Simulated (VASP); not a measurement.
Wanted: the native input for a VASP 6.6.1 run.

```
Task                   : single point
Functional             : LDA
Potentials or basis    : VASP PAW LDA potentials, release 64 (In_d, P)
Cutoff                 : 520 eV
k mesh                 : 10 × 10 × 10
Occupations            : gaussian, width 0.01 eV
Spin                   : no spin polarisation
Dipole correction      : no
Further INCAR settings : ALGO = Normal; EDIFF = 1e-06; NBANDS = 16
```

The structure of InP lies in POSCAR:

```
InP
1.0
    0.0000000000      2.6075360388      2.6075360388
    2.6075360388      0.0000000000      2.6075360388
    2.6075360388      2.6075360388      0.0000000000
In P
1 1
Direct
    0.0000000000      0.0000000000      0.0000000000
    0.7500000000      0.7500000000      0.7500000000
```

One way to write it, as run:

INCAR

```
SYSTEM = InP
PREC     = Accurate       ! precision mode
ENCUT    = 520            ! plane-wave cutoff, eV
EDIFF    = 1E-6           ! SCF threshold, eV
ISMEAR   = 0              ! smearing method
SIGMA    = 0.01           ! smearing width, eV
LREAL    = .FALSE.        ! projectors in reciprocal space
LASPH    = .TRUE.         ! aspherical terms in the spheres
NELM     = 80             ! most SCF steps
ALGO     = Normal         ! electronic algorithm
ISIF     = 2              ! what is computed and relaxed
LWAVE    = .FALSE.        ! write WAVECAR
LCHARG   = .FALSE.        ! write CHGCAR
GGA      = CA             ! functional
NBANDS   = 16             ! bands
```

KPOINTS

```
regular mesh
0
G
  10 10 10
  0 0 0
```

Potentials or basis: VASP PAW LDA potentials, release 64 (In_d, P).

Command:

```console
$ cat potpaw_LDA.64/In_d/POTCAR potpaw_LDA.64/P/POTCAR > POTCAR
$ mpirun -np 1 vasp_std > vasp.out
```

It gave:

```json
{
  "Pressure": "49.9 GPa",
  "Band gap on the k mesh": "0.83 eV, indirect (least direct gap 2.20 eV)"
}
```

Caveat: spin-orbit coupling is left out, which moves the levels of the heavy elements.

Run time: 20 s on 1 thread of Intel(R) Xeon(R) 6975P-C (Granite Rapids), with other jobs on the host, peak memory 0.15 GiB.
